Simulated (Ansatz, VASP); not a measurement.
**Zn in VASP and in Ansatz**

```
Zn
1.0
     2.57590    0.00000    0.00000
    -1.28795    2.23080    0.00000
     0.00000    0.00000    3.03587
Zn
1
Direct
  0.00000 0.00000 0.00000
```

Alike in both runs: functional PBE; k mesh 24 × 24 × 18; occupations gaussian, width 0.1 eV; no spin polarisation.

Ansatz relaxed the structure, and its values are those at the end. VASP's run is a single point on that final structure, the one shown.

|  | VASP | Ansatz |
| --- | --- | --- |
| version | VASP 6.6.1 | Ansatz 0.2.0 |
| potentials or method | VASP PAW PBE potentials, release 64 (Zn), cutoff 520 eV | scalar-relativistic, plane waves, PAW |
| valence electrons in the cell | 12 | 12 |

Ansatz gave:

| Quantity | Value |
| --- | --- |
| gap on the k mesh at the Fermi level (eV) | none |
| pressure (GPa) | 0.0 |

**Question.** What did VASP give for the same quantities?

**Answer.** gap on the k mesh at the Fermi level (eV): none; pressure (GPa): -0.1.

A gap of «none» marks a metal or a gap that the smearing closes.
